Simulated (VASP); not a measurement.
# Ge in VASP: notebook

Runs on Ge. Level: r2SCAN. Tasks: phonons.

Program: VASP 6.6.1. These are calculated values, not measurements. Logs are shortened: lines on timing, memory, paths and dates and some standing lists are left out, and cuts for length are marked.

## (1) The cell of the first run

The structure is cubic, space group Fd-3m (No. 227). Conventional cell: a = 5.703 Å, b = 5.703 Å, c = 5.703 Å, α = 90.00°, β = 90.00°, γ = 90.00°. Within 3.3 Å of Ge (site symmetry -43m) lie 4 Ge at 2.47 Å.

## (2) Phonons, r2SCAN

File INCAR:

```
SYSTEM = Ge
PREC     = Accurate       ! precision mode
ENCUT    = 520            ! plane-wave cutoff, eV
EDIFF    = 1E-8           ! SCF threshold, eV
ISMEAR   = 0              ! smearing method
SIGMA    = 0.01           ! smearing width, eV
LREAL    = .False.        ! projectors in reciprocal space
LASPH    = .True.         ! aspherical terms in the spheres
NELM     = 60             ! most SCF steps
ALGO     = Normal         ! electronic algorithm
ISIF     = 2              ! what is computed and relaxed
LWAVE    = .False.        ! write WAVECAR
LCHARG   = .False.        ! write CHGCAR
METAGGA  = R2SCAN         ! meta-GGA
LMIXTAU  = .True.       
IBRION   = 6              ! ionic algorithm
NFREE    = 2            
POTIM    = 0.015          ! step
NSW      = 1              ! ionic steps
```

File KPOINTS:

```
regular mesh
0
Gamma
  12 12 12
  0 0 0
```

File POSCAR:

```
Ge
1.0
    0.0000000000      2.8516922112      2.8516922112
    2.8516922112      0.0000000000      2.8516922112
    2.8516922112      2.8516922112      0.0000000000
Ge
2
Direct
    0.0000000000      0.0000000000      0.0000000000
    0.2500000000      0.2500000000      0.2500000000
```

Potentials or basis: VASP PAW PBE potentials, release 64 (Ge_d).

Launch:

```sh
$ cat potpaw_PBE.64/Ge_d/POTCAR > POTCAR
$ mpirun -np 1 vasp_std > vasp.out
```

OUTCAR:

```text
SYSTEM = Ge
   PREC = Accurate
   ENCUT = 520
   EDIFF = 1E-8
   ISMEAR = 0
   LREAL = .False.
   LASPH = .True.
   NELM = 60
   ISIF = 2
   METAGGA = R2SCAN
   IBRION = 6
   NFREE = 2
   POTIM = 0.015
   NSW = 1

 ion  position               nearest neighbor table
   1  0.000  0.000  0.000-   2 2.47   2 2.47   2 2.47   2 2.47
   2  0.250  0.250  0.250-   1 2.47   1 2.47   1 2.47   1 2.47

  LATTYP: Found a face centered cubic cell.
 ALAT       =     5.7033844224

  Lattice vectors:

 A1 = (   0.0000000000,   2.8516922112,   2.8516922112)
 A2 = (   2.8516922112,   0.0000000000,   2.8516922112)
 A3 = (   2.8516922112,   2.8516922112,   0.0000000000)

Analysis of symmetry for initial positions (statically):
=====================================================================
 Subroutine PRICEL returns:
 Original cell was already a primitive cell.

 Routine SETGRP: Setting up the symmetry group for a
 face centered cubic supercell.

 Subroutine GETGRP returns: Found 48 space group operations
 (whereof 24 operations were pure point group operations)
 out of a pool of 48 trial point group operations.

The static configuration has the point symmetry T_d .
 The point group associated with its full space group is O_h .

Analysis of symmetry for dynamics (positions and initial velocities):
=====================================================================
 Subroutine PRICEL returns:
 Original cell was already a primitive cell.

 Routine SETGRP: Setting up the symmetry group for a
 face centered cubic supercell.

 Subroutine GETGRP returns: Found 48 space group operations
 (whereof 24 operations were pure point group operations)
 out of a pool of 48 trial point group operations.

The dynamic configuration has the point symmetry T_d .
 The point group associated with its full space group is O_h .

 Subroutine INISYM returns: Found 48 space group operations
 (whereof 24 operations are pure point group operations),
 and found     1 'primitive' translations
[... 150 lines left out ...]
  Direction    XX          YY          ZZ          XY          YZ          ZX
  --------------------------------------------------------------------------------------
  -------------------------------------------------------------------------------------
  Total       -0.2855344     -0.2855344     -0.2855344      0.0000000      0.0000000     -0.0000000
  in kB       -9.8635018     -9.8635018     -9.8635018      0.0000000      0.0000000     -0.0000000
  external PRESSURE =      -9.8635018 kB  Pullay stress =       0.0000000 kB
[... 59 lines left out ...]
--------------------------------------- Ionic step        3  -------------------------------------------

 number of electron      28.0000002 magnetization

 Free energy of the ion-electron system (eV)
  ---------------------------------------------------
  ext. energy  EPLUGINS =         0.00000000
  ---------------------------------------------------
  free energy    TOTEN  =       -27.74134685 eV

  energy without entropy =      -27.74134685  energy(sigma->0) =      -27.74134685

 E-fermi :   4.6916     XC(G=0): -10.6945

 val. band max:        4.6398949805   @ k =   0.0000   0.0000   0.0000
 cond. band min:       4.7402793037   @ k =   0.0000   0.0000   0.0000
 fundamental gap:      0.1003843232
 Fermi energy:         4.6916216141

 k-point     1 :       0.0000    0.0000    0.0000
  band No.  band energies     occupation
      1     -20.8983      2.00000
      2     -20.8952      2.00000
      3     -20.8917      2.00000
      4     -20.8576      2.00000
      5     -20.8575      2.00000
      6     -20.6546      2.00000
[... 481 lines left out ...]
      5     -20.7969      2.00000
      6     -20.7094      2.00000
[... 10 lines left out ...]
     17       9.5156      0.00000
     18      12.4882      0.00000

 [... further k-points ...]

------------------------ aborting loop because EDIFF is reached ----------------------------------------

  FORCE on cell =-STRESS in cart. coord.  units (eV):
  Direction    XX          YY          ZZ          XY          YZ          ZX
  --------------------------------------------------------------------------------------
  -------------------------------------------------------------------------------------
  Total       -0.2839865     -0.2837024     -0.2837024      0.0000000     -0.1156265      0.0000000
  in kB       -9.8100315     -9.8002163     -9.8002163      0.0000000     -3.9942005      0.0000000
  external PRESSURE =      -9.8034881 kB  Pullay stress =       0.0000000 kB
[... 17 lines left out ...]
  FREE ENERGIE OF THE ION-ELECTRON SYSTEM (eV)
  ---------------------------------------------------
  free  energy   TOTEN  =       -27.7413468543 eV

  energy  without entropy=      -27.7413468543  energy(sigma->0) =      -27.74134685

 INTERNAL STRAIN TENSORS FROM DISPLACED ATOMS
 ============================================

 INTERNAL STRAIN TENSOR FOR ION    1 for displacements in x,y,z  (eV/Angst):
          X           Y           Z          XY          YZ          ZX
  --------------------------------------------------------------------------------
  x     0.00000     0.00000     0.00000     0.00000     7.69410     0.00000
  y     0.00000    -0.00000     0.00000     0.00000     0.00000     7.69410
  z     0.00000     0.00000     0.00000     7.69410     0.00000     0.00000

 INTERNAL STRAIN TENSOR FOR ION    2 for displacements in x,y,z  (eV/Angst):
          X           Y           Z          XY          YZ          ZX
  --------------------------------------------------------------------------------
  x    -0.00000     0.00000     0.00000     0.00000    -7.69410     0.00000
  y     0.00000     0.00000     0.00000     0.00000     0.00000    -7.69410
  z     0.00000     0.00000    -0.00000    -7.69410     0.00000     0.00000

 Eigenvectors and eigenvalues of the dynamical matrix
 ----------------------------------------------------

   1 f  =    8.722627 THz    54.805882 2PiTHz  290.955518 cm-1    36.073870 meV
             X         Y         Z           dx          dy          dz
      0.000000  0.000000  0.000000     0.000000   -0.707107    0.000000
      1.425846  1.425846  1.425846     0.000000    0.707107    0.000000
[... 21 lines left out ...]
   6 f  =    0.000000 THz     0.000000 2PiTHz    0.000000 cm-1     0.000000 meV
             X         Y         Z           dx          dy          dz
      0.000000  0.000000  0.000000     0.000000    0.000000    0.707107
      1.425846  1.425846  1.425846     0.000000    0.000000    0.707107

 ELASTIC MODULI CONTR FROM IONIC RELAXATION (kBar)
 Direction    XX          YY          ZZ          XY          YZ          ZX
 --------------------------------------------------------------------------------
 XX          -0.0000      0.0000      0.0000      0.0000     -0.0000      0.0000
 YY           0.0000     -0.0000      0.0000      0.0000      0.0000      0.0000
 ZZ           0.0000      0.0000     -0.0000     -0.0000      0.0000      0.0000
 XY           0.0000      0.0000     -0.0000   -180.9374      0.0000      0.0000
 YZ          -0.0000      0.0000      0.0000      0.0000   -180.9374      0.0000
 ZX           0.0000      0.0000      0.0000      0.0000      0.0000   -180.9374
 --------------------------------------------------------------------------------
```

OSZICAR:

```text
N       E                     dE             d eps       ncg     rms          rms(c)
DAV:   1     0.145939264044E+03    0.14594E+03   -0.15901E+04  2658   0.434E+03
DAV:   2    -0.874145592821E+01   -0.15468E+03   -0.15172E+03  2608   0.548E+02
[... 49 lines left out ...]
DAV:   9    -0.277413466635E+02   -0.21372E-05   -0.96705E-07 10104   0.112E-02    0.152E-04
DAV:  10    -0.277413468001E+02   -0.13660E-06   -0.44762E-07  8124   0.444E-03    0.739E-05
DAV:  11    -0.277413468795E+02   -0.79383E-07   -0.32943E-08  8254   0.142E-03    0.462E-05
DAV:  12    -0.277413468472E+02    0.32277E-07   -0.80000E-09  7838   0.109E-03    0.172E-05
DAV:  13    -0.277413468595E+02   -0.12347E-07   -0.24304E-09  5376   0.456E-04    0.411E-06
DAV:  14    -0.277413468543E+02    0.52542E-08   -0.13848E-10  5040   0.150E-04
   3 F= -.27741347E+02 E0= -.27741347E+02  d E =-.178301E-15
```

Wall time 19 min (1 thread of Intel Xeon 6975P-C (Granite Rapids), shared host); peak memory 0.43 GiB.

Results:

```yaml
Highest_phonon_frequency_at_Γ: 291 cm⁻¹
```

Phonon frequencies in cm⁻¹ (negative: imaginary):
```
              q point        frequencies
(0.000, 0.000, 0.000)  0 0 0 291 291 291
```

Caveat: the PAW data sets were made with another functional, which shifts forces and pressure a little.

## (3) Phonons, r2SCAN

This run uses another cell than the first one, of 22.85 Å³/atom.

File INCAR:

```
SYSTEM = Ge
  ALGO = Normal
  EDIFF = 1E-8
  ENCUT = 520
  IBRION = 6
  ISIF = 2
  ISMEAR = 0
  LASPH = .True.
  LCHARG = .False.
  LMIXTAU = .True.
  LREAL = .False.
  LWAVE = .False.
  METAGGA = R2SCAN
  NBANDS = 21
  NELM = 100
  NFREE = 2
  NSW = 1
  POTIM = 0.015
  PREC = Accurate
  SIGMA = 0.01
```

File KPOINTS:

```
k-points
0
Gamma
  12 12 12
  0 0 0
```

File POSCAR:

```
Ge
1.0
    0.0000000000      2.8375046877      2.8375046877
    2.8375046877      0.0000000000      2.8375046877
    2.8375046877      2.8375046877      0.0000000000
Ge
2
Direct
    0.0000000000      0.0000000000      0.0000000000
    0.2500000000      0.2500000000      0.2500000000
```

Potentials or basis: VASP PAW PBE potentials, release 64 (Ge_d).

Launch:

```sh
$ cat potpaw_PBE.64/Ge_d/POTCAR > POTCAR
$ mpirun -np 1 vasp_std > vasp.out
```

OUTCAR:

```text
SYSTEM = Ge
   EDIFF = 1E-8
   ENCUT = 520
   IBRION = 6
   ISIF = 2
   ISMEAR = 0
   LASPH = .True.
   LREAL = .False.
   METAGGA = R2SCAN
   NELM = 100
   NFREE = 2
   NSW = 1
   POTIM = 0.015
   PREC = Accurate

 ion  position               nearest neighbor table
   1  0.000  0.000  0.000-   2 2.46   2 2.46   2 2.46   2 2.46
[... 894 lines left out ...]
  x     0.00000     0.00000     0.00000     0.00000     8.33822     0.00000
  y     0.00000     0.00000     0.00000     0.00000     0.00000     8.33822
  z     0.00000     0.00000     0.00000     8.33822     0.00000     0.00000

 INTERNAL STRAIN TENSOR FOR ION    2 for displacements in x,y,z  (eV/Angst):
          X           Y           Z          XY          YZ          ZX
  --------------------------------------------------------------------------------
  x     0.00000     0.00000     0.00000     0.00000    -8.33822     0.00000
  y     0.00000     0.00000     0.00000     0.00000     0.00000    -8.33822
  z     0.00000     0.00000     0.00000    -8.33822     0.00000     0.00000

 Eigenvectors and eigenvalues of the dynamical matrix
 ----------------------------------------------------

   1 f  =    8.865436 THz    55.703179 2PiTHz  295.719124 cm-1    36.664482 meV
             X         Y         Z           dx          dy          dz
      0.000000  0.000000  0.000000     0.000000   -0.707107    0.000000
      1.418752  1.418752  1.418752     0.000000    0.707107    0.000000
[... 21 lines left out ...]
   6 f  =    0.000000 THz     0.000000 2PiTHz    0.000000 cm-1     0.000000 meV
             X         Y         Z           dx          dy          dz
      0.000000  0.000000  0.000000     0.000000    0.000000    0.707107
      1.418752  1.418752  1.418752     0.000000    0.000000    0.707107

 ELASTIC MODULI CONTR FROM IONIC RELAXATION (kBar)
 Direction    XX          YY          ZZ          XY          YZ          ZX
 --------------------------------------------------------------------------------
 XX           0.0000      0.0000      0.0000      0.0000      0.0000      0.0000
 YY           0.0000      0.0000      0.0000      0.0000      0.0000      0.0000
 ZZ           0.0000      0.0000      0.0000      0.0000      0.0000      0.0000
 XY           0.0000      0.0000      0.0000   -208.8104      0.0000      0.0000
 YZ           0.0000      0.0000      0.0000      0.0000   -208.8104      0.0000
 ZX           0.0000      0.0000      0.0000      0.0000      0.0000   -208.8104
 --------------------------------------------------------------------------------
```

OSZICAR:

```text
N       E                     dE             d eps       ncg     rms          rms(c)
DAV:   1     0.171048982708E+03    0.17105E+03   -0.14963E+04  3365   0.373E+03
DAV:   2    -0.261621553776E+01   -0.17367E+03   -0.16814E+03  3039   0.636E+02
DAV:   3    -0.295207126891E+02   -0.26904E+02   -0.26701E+02  3539   0.145E+02
[... 45 lines left out ...]
DAV:   9    -0.277430935661E+02   -0.21237E-05   -0.10222E-06 12130   0.102E-02    0.178E-04
DAV:  10    -0.277430935366E+02    0.29479E-07   -0.25093E-07  9895   0.350E-03    0.781E-05
DAV:  11    -0.277430936524E+02   -0.11579E-06   -0.45879E-08 10290   0.131E-03    0.446E-05
DAV:  12    -0.277430936212E+02    0.31229E-07   -0.68300E-09 10643   0.927E-04    0.184E-05
DAV:  13    -0.277430936329E+02   -0.11774E-07   -0.22043E-09  7610   0.422E-04    0.451E-06
DAV:  14    -0.277430936279E+02    0.50368E-08   -0.12826E-10  6165   0.140E-04
   3 F= -.27743094E+02 E0= -.27743094E+02  d E =-.483033E-49
```

Wall time 19 min (1 thread of Intel Xeon 6975P-C (Granite Rapids), shared host); peak memory 0.43 GiB.

Results:

```
Highest phonon frequency at Γ : 296 cm⁻¹
```

Phonon frequencies in cm⁻¹ (negative: imaginary):
| q point | frequencies |
| --- | --- |
| (0.000, 0.000, 0.000) | 0 0 0 296 296 296 |

Caveat: the PAW data sets were made with another functional, which shifts forces and pressure a little.

(Continued in part 2 of 2.)
